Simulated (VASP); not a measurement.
**Cs3Cu: single point with PBE**

The system is Cs3Cu.

```
Cs Cu
1.0
    -3.18670    3.18670    6.48244
     3.18670   -3.18670    6.48244
     3.18670    3.18670   -6.48244
Cs Cu
3 1
Direct
  0.50000 0.50000 0.00000
  0.25000 0.75000 0.50000
  0.75000 0.25000 0.50000
  0.00000 0.00000 0.00000
```

| Item | Value |
| --- | --- |
| Program | VASP 6.6.1 |
| Task | single point |
| Functional | PBE |
| Potentials or basis | VASP PAW PBE potentials, release 64 (Cs_sv, Cu) |
| Cutoff | 520 eV |
| k mesh | 6 × 6 × 6 |
| Occupations | gaussian, width 0.1 eV |
| Spin | no spin polarisation |
| Dipole correction | no |
| Further INCAR settings | ALGO = Fast; EDIFF = 1e-06; NBANDS = 27 |

- Pressure: 0.0 GPa
- Band gap on the k mesh: zero (band 19 reaches 1.59 eV, above the bottom of band 20 at 1.32 eV)

Levels at points of the mesh, in eV from the Fermi level:
| k point | band 15 | band 16 | band 17 | band 18 | band 19 | band 20 | band 21 | band 22 | band 23 | band 24 |
| --- | --- | --- | --- | --- | --- | --- | --- | --- | --- | --- |
| (0.00, 0.00, 0.00) | -1.58 | -1.58 | -1.56 | -1.56 | -0.16 | 0.31 | 1.16 | 1.16 | 1.28 | 1.83 |
| (0.50, 0.00, 0.00) | -1.57 | -1.57 | -1.56 | -1.55 | -0.59 | 0.46 | 1.03 | 1.05 | 1.06 | 1.69 |
| (0.50, 0.50, 0.00) | -1.59 | -1.56 | -1.56 | -1.55 | 0.04 | 0.44 | 0.50 | 1.00 | 1.22 | 1.72 |
| (0.50, 0.50, 0.50) | -1.58 | -1.58 | -1.58 | -1.58 | -0.90 | 0.00 | 0.96 | 1.29 | 1.29 | 1.51 |

It took 5.9 min on 1 thread of AMD EPYC 9R45 96-Core Processor (Zen 5), with other jobs on the host, peak memory 0.57 GiB.

Caveat: spin-orbit coupling is left out, which moves the levels of the heavy elements.
